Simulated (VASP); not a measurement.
# C (P-3m1) in VASP: a series of runs

C is run at these levels: PBEsol+D3(BJ); tasks: single point.

All numbers are computed with VASP 6.6.1; they aren't measurements. Logs are shortened: lines on timing, memory, paths and dates and some standing lists are left out, and cuts for length are marked.

## 1. The cell of the first run

Symmetry: P-3m1, No. 164, trigonal system. Conventional cell: a = 2.458 Å, b = 2.458 Å, c = 3.529 Å, α = 90.00°, β = 90.00°, γ = 120.00°. C (site symmetry 3m) has 3 C at 1.43 Å within 1.9 Å.

## 2. Single point, PBEsol+D3(BJ) (atoms displaced along a vibrational mode)

Input file INCAR:

```
SYSTEM = C
ALGO = Normal
EDIFF = 1E-6
ENCUT = 520
GGA = PS
ISIF = 2
ISMEAR = 0
IVDW = 12
LASPH = .True.
LCHARG = .False.
LREAL = .False.
LWAVE = .False.
NBANDS = 11
NELM = 100
PREC = Accurate
SIGMA = 0.15
```

Input file KPOINTS:

```
k-points
0
Gamma
  21 21 12
  0 0 0
```

Input file POSCAR:

```
C
1.0
    2.4576582469      0.0000000000      0.0000000000
   -1.2288291235      2.1283944757      0.0000000000
    0.0000000000      0.0000000000      3.5294822413
C
2
Direct
    0.3333333333      0.6666666667     -0.0266328015
    0.6666666667      0.3333333333      0.0266328015
```

Potentials or basis: VASP PAW PBE potentials, release 64 (C).

Started as:

```bash
$ cat potpaw_PBE.64/C/POTCAR > POTCAR
$ mpirun -np 1 vasp_std > vasp.out
```

OUTCAR:

```text
SYSTEM = C
   EDIFF = 1E-6
   ENCUT = 520
   GGA = PS
   ISIF = 2
   ISMEAR = 0
   IVDW = 12
   LASPH = .True.
   LREAL = .False.
   NELM = 100
   PREC = Accurate
 IVDW          = 12

 ion  position               nearest neighbor table
   1  0.333  0.667  0.973-   2 1.43   2 1.43   2 1.43
   2  0.667  0.333  0.027-   1 1.43   1 1.43   1 1.43

  LATTYP: Found a hexagonal cell.
 ALAT       =     2.4576582469
 C/A-ratio  =     1.4361159635

  Lattice vectors:

 A1 = (   2.4576582469,   0.0000000000,   0.0000000000)
 A2 = (  -1.2288291235,   2.1283944757,   0.0000000000)
 A3 = (   0.0000000000,   0.0000000000,   3.5294822413)

Analysis of symmetry for initial positions (statically):
=====================================================================
 Subroutine PRICEL returns:
 Original cell was already a primitive cell.

 Routine SETGRP: Setting up the symmetry group for a
 hexagonal supercell.

 Subroutine GETGRP returns: Found 12 space group operations
 (whereof 12 operations were pure point group operations)
 out of a pool of 24 trial point group operations.

The static configuration has the point symmetry D_3d.

Analysis of symmetry for dynamics (positions and initial velocities):
=====================================================================
 Subroutine PRICEL returns:
 Original cell was already a primitive cell.

 Routine SETGRP: Setting up the symmetry group for a
 hexagonal supercell.

 Subroutine GETGRP returns: Found 12 space group operations
 (whereof 12 operations were pure point group operations)
 out of a pool of 24 trial point group operations.

The dynamic configuration has the point symmetry D_3d.

 Subroutine INISYM returns: Found 12 space group operations
 (whereof 12 operations are pure point group operations),
 and found     1 'primitive' translations

----------------------------------------------------------------------------------------

                                     Primitive cell

  volume of cell :      18.4622

  direct lattice vectors                    reciprocal lattice vectors
     2.457658247  0.000000000  0.000000000     0.406891398  0.234918858  0.000000000
    -1.228829123  2.128394476  0.000000000     0.000000000  0.469837716  0.000000000
     0.000000000  0.000000000  3.529482241     0.000000000  0.000000000  0.283327676

  length of vectors
     2.457658247  2.457658247  3.529482241     0.469837716  0.469837716  0.283327676

  position of ions in fractional coordinates (direct lattice)
     0.333333333  0.666666667  0.973367199
     0.666666667  0.333333333  0.026632801

  ion indices of the primitive-cell ions
   primitive index   ion index
                 1           1
                 2           2

----------------------------------------------------------------------------------------

 KPOINTS: k-points

Automatic generation of k-mesh.
 Grid dimensions read from file:
 generate k-points for:   21   21   12

 Generating k-lattice:

  Cartesian coordinates                     Fractional coordinates (reciprocal lattice)
     0.019375781  0.011186612  0.000000000     0.047619048  0.000000000  0.000000000
     0.000000000  0.022373225  0.000000000     0.000000000  0.047619048  0.000000000
     0.000000000  0.000000000  0.023610640     0.000000000  0.000000000  0.083333333

  Length of vectors
     0.022373225  0.022373225  0.023610640

  Shift w.r.t. Gamma in fractional coordinates (k-lattice)
     0.000000000  0.000000000  0.000000000

 Subroutine IBZKPT returns following result:
 ===========================================

 Found    521 irreducible k-points:

 Following reciprocal coordinates:
            Coordinates               Weight
  0.000000  0.000000  0.000000      1.000000
  0.047619  0.000000  0.000000      6.000000
  0.095238 -0.000000  0.000000      6.000000
  0.142857  0.000000  0.000000      6.000000
  0.190476 -0.000000  0.000000      6.000000
  0.238095  0.000000  0.000000      6.000000
[... 16 lines left out ...]
  0.142857  0.095238  0.000000     12.000000
  0.190476  0.095238  0.000000     12.000000
 [... further k-points ...]
   k-points           NKPTS =    521   k-points in BZ     NKDIM =    521   number of bands    NBANDS=     11
   number of dos      NEDOS =    301   number of ions     NIONS =      2
   total plane-waves  NPLWV =   9072
   dimension x,y,z NGX =    18 NGY =   18 NGZ =   28
   dimension x,y,z NGXF=    36 NGYF=   36 NGZF=   56
   ions per type =               2
   NGX,Y,Z   is equivalent  to a cutoff of  12.18, 12.18, 13.19 a.u.
   NGXF,Y,Z  is equivalent  to a cutoff of  24.35, 24.35, 26.38 a.u.
 SYSTEM =  C
   PREC   = accura    normal or accurate (medium, high low for compatibility)
   ISTART =      0    job   : 0-new  1-cont  2-samecut
   ICHARG =      2    charge: 1-file 2-atom 10-const
   ISPIN  =      1    spin polarized calculation?
   LNONCOLLINEAR =      F non collinear calculations
   LSORBIT =      F    spin-orbit coupling
   LASPH  =      T    aspherical Exc in radial PAW
   ENCUT  =  520.0 eV  38.22 Ry    6.18 a.u.   4.57  4.57  6.56*2*pi/ulx,y,z
   NELM   =    100;   NELMIN=  2; NELMDL= -5     # of ELM steps
   EDIFF  = 0.1E-05   stopping-criterion for ELM
   LREAL  =      F    real-space projection
   EDIFFG = 0.1E-04   stopping-criterion for IOM
   NSW    =      0    number of steps for IOM
   IBRION =     -1    ionic relax: 0-MD 1-quasi-New 2-CG
   NFREE  =      0    steps in history (QN), initial steepest desc. (CG)
   ISIF   =      2    stress and relaxation
   ISYM   =      2    0-nonsym 1-usesym 2-fastsym
   POTIM  = 0.5000    time-step for ionic-motion
   TEBEG  =    0.0;   TEEND  =   0.0 temperature during run
   PSTRESS=    0.0 pullay stress
   NELECT =       8.0000    total number of electrons
   NUPDOWN=      -1.0000    fix difference up-down
   EMIN   =  10.00;   EMAX   =-10.00  energy-range for DOS
   EFERMI =   0.00;   METHOD = LEGACY
   ISMEAR =     0;   SIGMA  =   0.15  broadening in eV -4-tet -1-fermi 0-gaus
   EFERMI_NEDOS =   21; number of points for ismear=-14 and -15
   IALGO  =     38    algorithm
   IMIX   =      4    mixing-type and parameters
     AMIX     =   0.40;   BMIX     =  1.00
     AMIX_MAG =   1.60;   BMIX_MAG =  1.00
  volume/ion in A,a.u.               =       9.23        62.29
  Fermi-wavevector in a.u.,A,eV,Ry     =   1.238825  2.341040 20.880689  1.534687
  Thomas-Fermi vector in A             =   2.373334
   LORBIT       =      0    0 simple, 1 ext, 2 COOP (PROOUT), +10 PAW based schemes
   GGA     = PS    functional components
   LHFCALC =     F    Hartree Fock is set to
   AEXX    =    0.0000 exact exchange contribution
   IVDW    =    12    specifies the selected vdW correction
   LEPSILON=     F    determine dielectric tensor
   LRPA    =     F    only Hartree local field effects (RPA)
 non-spin polarized calculation
 Gauss-broadening in eV      SIGMA  =   0.15
  energy-cutoff  :      520.00
  volume of cell :       18.46
 maximum number of plane-waves:       510
   NGX =  9   NGY =  9   NGZ = 13

 number of electron       7.9999997 magnetization

 Free energy of the ion-electron system (eV)
  ---------------------------------------------------
  ext. energy  EPLUGINS =         0.00000000
  ---------------------------------------------------
  free energy    TOTEN  =       -18.97687376 eV

  energy without entropy =      -18.97666176  energy(sigma->0) =      -18.97676776

 E-fermi :   4.1597     XC(G=0): -10.2459

 val. band max:        4.1485319818   @ k =   0.3333   0.3333   0.2500
 cond. band min:       4.4054280749   @ k =   0.3333   0.3333   0.1667
 fundamental gap:      0.2568960931
 Fermi energy:         4.1597176796

 k-point     1 :       0.0000    0.0000    0.0000
  band No.  band energies     occupation
      1     -15.3282      2.00000
      2      -2.5337      2.00000
      3       1.5491      2.00000
      4       1.5491      2.00000
      5       7.2557      0.00000
      6      12.5634      0.00000
      7      12.5634      0.00000
      8      16.2990      0.00000
      9      16.8123      0.00000
     10      26.2834      0.00000
     11      28.4014      0.00000

 k-point     2 :       0.0476    0.0000    0.0000
  band No.  band energies     occupation
      1     -15.2735      2.00000
      2      -2.4728      2.00000
      3       1.3223      2.00000
      4       1.4299      2.00000
      5       7.3138      0.00000
      6      12.5877      0.00000
      7      12.7934      0.00000
      8      16.1406      0.00000
      9      16.9088      0.00000
     10      26.4244      0.00000
     11      28.2817      0.00000

 k-point     3 :       0.0952   -0.0000    0.0000
  band No.  band energies     occupation
      1     -15.1098      2.00000
      2      -2.2916      2.00000
      3       0.6881      2.00000
      4       1.1042      2.00000
      5       7.4859      0.00000
      6      12.6153      0.00000
      7      13.4484      0.00000
      8      15.6840      0.00000
      9      17.2137      0.00000
     10      26.7736      0.00000
     11      27.8860      0.00000

 k-point     4 :       0.1429    0.0000    0.0000
  band No.  band energies     occupation
      1     -14.8376      2.00000
      2      -1.9980      2.00000
      3      -0.2429      2.00000
      4       0.6455      2.00000
      5       7.7631      0.00000
      6      12.5708      0.00000
      7      14.4446      0.00000
      8      14.9825      0.00000
      9      17.7336      0.00000
     10      26.7095      0.00000
     11      27.6579      0.00000
[... 239 lines left out ...]
 k-point    22 :       0.0952    0.0952    0.0000
  band No.  band energies     occupation
      1     -14.6746      2.00000
      2      -1.8307      2.00000
      3      -0.5766      2.00000
      4       0.2088      2.00000
      5       7.9235      0.00000
      6      12.9545      0.00000
      7      14.4169      0.00000
      8      14.6537      0.00000
      9      18.1678      0.00000
     10      26.4175      0.00000
     11      27.3394      0.00000

 k-point    23 :       0.1429    0.0952    0.0000
  band No.  band energies     occupation
      1     -14.2954      2.00000
      2      -1.7384      2.00000
      3      -1.2110      2.00000
      4      -0.4121      2.00000
      5       8.2654      0.00000
      6      12.9916      0.00000
      7      13.9715      0.00000
      8      15.1589      0.00000
      9      18.9890      0.00000
     10      25.2639      0.00000
     11      27.3426      0.00000

 k-point    24 :       0.1905    0.0952    0.0000
  band No.  band energies     occupation
      1     -13.8106      2.00000
      2      -2.7399      2.00000
      3      -1.0106      2.00000
      4      -0.7878      2.00000
      5       8.6070      0.00000
      6      12.6556      0.00000
      7      13.4528      0.00000
      8      16.1755      0.00000
      9      19.8234      0.00000
     10      24.0779      0.00000
     11      26.8382      0.00000

 [... further k-points ...]

------------------------ aborting loop because EDIFF is reached ----------------------------------------

 Edisp (eV)   -0.20932

 E8    (eV) :    -0.1017

  FORCE on cell =-STRESS in cart. coord.  units (eV):
  Direction    XX          YY          ZZ          XY          YZ          ZX
  --------------------------------------------------------------------------------------
  -------------------------------------------------------------------------------------
  Total       0.06875     0.06875    -0.61191    -0.00000     0.00000     0.00000
  in kB       5.96642     5.96642   -53.10239    -0.00000     0.00000     0.00000
  external pressure =      -13.72 kB  Pullay stress =        0.00 kB

 VOLUME and BASIS-vectors are now :
 -----------------------------------------------------------------------------
  energy-cutoff  :      520.00
  volume of cell :       18.46
      direct lattice vectors                 reciprocal lattice vectors
     2.457658247  0.000000000  0.000000000     0.406891398  0.234918858  0.000000000
    -1.228829123  2.128394476  0.000000000     0.000000000  0.469837716  0.000000000
     0.000000000  0.000000000  3.529482241     0.000000000  0.000000000  0.283327676

 POSITION                                       TOTAL-FORCE (eV/Angst)
 -----------------------------------------------------------------------------------
     -0.00000      1.41893      3.43548         0.000000     -0.000000      3.178217
      1.22883      0.70946      0.09400        -0.000000      0.000000     -3.178217
 -----------------------------------------------------------------------------------
    total drift:                                0.000000     -0.000000     -0.000000

  FREE ENERGIE OF THE ION-ELECTRON SYSTEM (eV)
  ---------------------------------------------------
  free  energy   TOTEN  =       -19.1861949338 eV

  energy  without entropy=      -19.1859829303  energy(sigma->0) =      -19.18608893
```

Run time: 60 s. Hardware: 1 thread of Intel Xeon Platinum 8259CL at 2.50GHz (Skylake/Cascade Lake), shared host; peak memory 0.2 GiB.

Results:

```
Free energy                : -19.1862 eV
Pressure                   : -1.4 GPa
Largest force              : 3.178 eV/Å
Band gap on the k mesh     : zero (bands 4 and 5 overlap by 1.00 eV)
Dispersion energy per atom : -0.105 eV
```

Forces in eV/Å, atoms in the order of the input:
```
C    0.000  0.000  3.178
C    0.000  0.000 -3.178
```

Stress tensor (GPa, compression positive):
```
 0.60  0.00  0.00
 0.00  0.60  0.00
 0.00  0.00 -5.31
```

Levels at points of the mesh, in eV from the Fermi level:
```tsv
k point	band 2	band 3	band 4	band 5	band 6	band 7
(0.00, 0.00, 0.00)	-6.69	-2.61	-2.61	3.10	8.40	8.40
(0.00, 0.00, 0.50)	-8.34	-2.59	-2.59	8.47	8.47	9.38
```

Caveat: the cell differs from its parent crystal (atoms displaced along a vibrational mode); the PAW data sets were made with another functional, which shifts forces and pressure a little.

## 3. Single point, PBEsol+D3(BJ) (atoms displaced along a vibrational mode)

Input file INCAR:

```
SYSTEM = C
PREC = Accurate ; ENCUT = 520
EDIFF = 1E-6 ; ISMEAR = 0
SIGMA = 0.15 ; LREAL = .FALSE.
LASPH = .TRUE. ; NELM = 100
ALGO = Normal ; ISIF = 2
LWAVE = .FALSE. ; LCHARG = .FALSE.
GGA = PS ; IVDW = 12
NBANDS = 11
```

Input file KPOINTS:

```
Automatic mesh
0
G
  21 21 12
  0 0 0
```

Input file POSCAR:

```
C
1.0
    2.4576582469      0.0000000000      0.0000000000
   -1.2288291235      2.1283944757      0.0000000000
    0.0000000000      0.0000000000      3.5294822413
C
2
Direct
    0.3333333333      0.6666666667     -0.0177646453
    0.6666666667      0.3333333333      0.0177646453
```

Potentials or basis: VASP PAW PBE potentials, release 64 (C).

Started as:

```bash
$ cat potpaw_PBE.64/C/POTCAR > POTCAR
$ mpirun -np 1 vasp_std > vasp.out
```

OUTCAR:

```text
SYSTEM = C
   PREC = Accurate
   ENCUT = 520
   EDIFF = 1E-6
   ISMEAR = 0
   LREAL = .FALSE.
   LASPH = .TRUE.
   NELM = 100
   ISIF = 2
   GGA = PS
   IVDW = 12
 IVDW          = 12

 ion  position               nearest neighbor table
   1  0.333  0.667  0.982-   2 1.42   2 1.42   2 1.42
   2  0.667  0.333  0.018-   1 1.42   1 1.42   1 1.42

  LATTYP: Found a hexagonal cell.
 ALAT       =     2.4576582469
 C/A-ratio  =     1.4361159635

  Lattice vectors:

[... 521 lines left out ...]
 [... further k-points ...]

------------------------ aborting loop because EDIFF is reached ----------------------------------------

 Edisp (eV)   -0.20927

 E8    (eV) :    -0.1017

  FORCE on cell =-STRESS in cart. coord.  units (eV):
  Direction    XX          YY          ZZ          XY          YZ          ZX
  --------------------------------------------------------------------------------------
  -------------------------------------------------------------------------------------
  Total       0.09606     0.09606    -0.27749    -0.00000    -0.00000     0.00000
  in kB       8.33598     8.33598   -24.08127    -0.00000    -0.00000     0.00000
  external pressure =       -2.47 kB  Pullay stress =        0.00 kB

 VOLUME and BASIS-vectors are now :
 -----------------------------------------------------------------------------
  energy-cutoff  :      520.00
  volume of cell :       18.46
      direct lattice vectors                 reciprocal lattice vectors
     2.457658247  0.000000000  0.000000000     0.406891398  0.234918858  0.000000000
    -1.228829123  2.128394476  0.000000000     0.000000000  0.469837716  0.000000000
     0.000000000  0.000000000  3.529482241     0.000000000  0.000000000  0.283327676

 POSITION                                       TOTAL-FORCE (eV/Angst)
 -----------------------------------------------------------------------------------
     -0.00000      1.41893      3.46678        -0.000000      0.000000      2.114037
      1.22883      0.70946      0.06270         0.000000      0.000000     -2.114037
 -----------------------------------------------------------------------------------
    total drift:                                0.000000     -0.000000      0.000000

  FREE ENERGIE OF THE ION-ELECTRON SYSTEM (eV)
  ---------------------------------------------------
  free  energy   TOTEN  =       -19.3518066479 eV

  energy  without entropy=      -19.3516178246  energy(sigma->0) =      -19.35171224
```

OSZICAR:

```text
N       E                     dE             d eps       ncg     rms          rms(c)
DAV:   1     0.526987807957E+01    0.52699E+01   -0.43717E+03 11718   0.654E+02
DAV:   2    -0.197220834059E+02   -0.24992E+02   -0.23558E+02 15284   0.130E+02
DAV:   3    -0.203308196185E+02   -0.60874E+00   -0.60754E+00 14580   0.170E+01
DAV:   4    -0.203330335251E+02   -0.22139E-02   -0.22137E-02 13202   0.125E+00
DAV:   5    -0.203330424257E+02   -0.89006E-05   -0.89010E-05 14457   0.724E-02    0.635E+00
DAV:   6    -0.194297999170E+02    0.90324E+00   -0.71508E-01 13300   0.503E+00    0.367E+00
DAV:   7    -0.191397021814E+02    0.29010E+00   -0.83038E-01 13675   0.545E+00    0.960E-01
DAV:   8    -0.191428471373E+02   -0.31450E-02   -0.23483E-02 12550   0.984E-01    0.138E-01
DAV:   9    -0.191424570967E+02    0.39004E-03   -0.79892E-04 13507   0.174E-01    0.613E-02
DAV:  10    -0.191425357382E+02   -0.78641E-04   -0.16674E-04 12752   0.838E-02    0.278E-02
DAV:  11    -0.191425382480E+02   -0.25098E-05   -0.76769E-06 13582   0.160E-02    0.508E-03
DAV:  12    -0.191425388267E+02   -0.57873E-06   -0.67723E-07 12512   0.508E-03
   1 F= -.19351807E+02 E0= -.19351712E+02  d E =-.188823E-03
```

stdout:

```text
POSCAR found type information on POSCAR C
 POSCAR found :  1 types and       2 ions
 scaLAPACK will be used
 -----------------------------------------------------------------------------
|                                                                             |
|                                                                             |
|     You enforced a specific xc type in the INCAR file but a different       |
|     I HOPE YOU KNOW WHAT YOU ARE DOING!                                     |
|                                                                             |
 -----------------------------------------------------------------------------

 LDA part: xc-table for (Slater+PW92), standard interpolation
 POSCAR, INCAR and KPOINTS ok, starting setup
 FFT: planning ... GRIDC
 FFT: planning ... GRID_SOFT
 FFT: planning ... GRID
 WAVECAR not read
 entering main loop
```

It took 62 s on 1 thread of Intel Xeon Platinum 8259CL at 2.50GHz (Skylake/Cascade Lake), shared host; peak memory 0.2 GiB.

Results:

* Free energy: -19.3518 eV
* Pressure: -0.2 GPa
* Largest force: 2.114 eV/Å
* Band gap on the k mesh: zero (bands 4 and 5 overlap by 1.01 eV)
* Dispersion energy per atom: -0.105 eV

Forces in eV/Å, atoms in the order of the input:
```
C    0.000  0.000  2.114
C    0.000  0.000 -2.114
```

Levels at points of the mesh, in eV from the Fermi level:
```
           k point  band 1  band 2  band 3  band 4  band 5  band 6  band 7  band 8  band 9
(0.00, 0.00, 0.00)  -19.58   -6.80   -2.82   -2.82    3.40    8.37    8.37   11.92   12.68
(0.00, 0.00, 0.50)  -19.37   -8.39   -2.80   -2.80    8.44    8.44    9.28   10.58   13.05
```

Caveat: the cell differs from its parent crystal (atoms displaced along a vibrational mode); the PAW data sets were made with another functional, which shifts forces and pressure a little.
